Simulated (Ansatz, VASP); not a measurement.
Two plane-wave programs on Ta4C3

INCAR

```
SYSTEM = Ta4C3
  ALGO = Normal
  EDIFF = 1E-6
  ENCUT = 520
  GGA = PS
  ISIF = 2
  ISMEAR = 0
  LASPH = .True.
  LCHARG = .True.
  LELF = .True.
  LREAL = .False.
  LVHAR = .True.
  LWAVE = .False.
  NBANDS = 37
  NELM = 100
  PREC = Accurate
  SIGMA = 0.15
```

The input KPOINTS:

```
k-points
0
Gamma
  10 10 10
  0 0 0
```

File POSCAR:

```
Ta4C3
1.0
    4.2264981175      0.0000000000      0.0000000000
    0.0000000000      4.2264981175      0.0000000000
    0.0000000000      0.0000000000      4.0503940292
Ta C
4 3
Direct
    0.0000000000      0.5000000000      0.5000000000
    0.5000000000      0.0000000000      0.5000000000
    0.5000000000      0.5000000000      0.0000000000
    0.0000000000      0.0000000000      0.0000000000
    0.5000000000      0.0000000000      0.0000000000
    0.0000000000      0.5000000000      0.0000000000
    0.0000000000      0.0000000000      0.5000000000
```

Input for Ansatz:

```yaml
crystal:
  lattice:
    - [4.2264981175, 0.0, 0.0]
    - [0.0, 4.2264981175, 0.0]
    - [0.0, 0.0, 4.0503940292]
  atoms:
    - { symbol: Ta, position: [0.0, 0.5, 0.5] }
    - { symbol: Ta, position: [0.5, 0.0, 0.5] }
    - { symbol: Ta, position: [0.5, 0.5, 0.0] }
    - { symbol: Ta, position: [0.0, 0.0, 0.0] }
    - { symbol: C, position: [0.5, 0.0, 0.0] }
    - { symbol: C, position: [0.0, 0.5, 0.0] }
    - { symbol: C, position: [0.0, 0.0, 0.5] }
basis:
  ecutwfc: 420
kpoints:
  mp_grid: { grid: [10, 10, 10] }
hamiltonian:
  xc: pbesol
scf:
  occupations: { method: gaussian, width: 0.15 }
output:
  forces: true
  stress: true
  eigenvalues: true
```

Change from the starting cell: strain -0.040 along x and y, -0.080 along z, atoms carried along.

Alike in both runs: task single point; functional PBEsol; k mesh 10 × 10 × 10; occupations gaussian, width 0.15 eV; no spin polarisation.

|  | VASP | Ansatz |
| --- | --- | --- |
| version | VASP 6.6.1 | Ansatz 0.2.0 |
| potentials or method | VASP PAW PBE potentials, release 64 (Ta_pv, C), cutoff 520 eV | scalar-relativistic, plane waves, PAW |
| valence electrons in the cell | 56 | 64 |

|  | VASP | Ansatz | Ansatz less VASP |
| --- | --- | --- | --- |
| gap on the k mesh at the Fermi level (eV) | none | none | - |
| pressure (GPa) | 75.1 | 73.4 | -1.65 |
| traceless stress, the component that is largest in VASP (GPa) | 25.22 | 24.98 | -0.249 |

VASP's potentials were made for PBE, not for PBEsol. A gap of «none» marks a metal or a gap that the smearing closes. Both programs put the cell under a high pressure, so it lies far from rest at this level. VASP's potentials hold 56 valence electrons a cell and Ansatz's 64, so a difference there can come from the potentials and not from the codes.

Spin-orbit coupling is off throughout. Noted on VASP's run: the cell as given lies far from equilibrium.
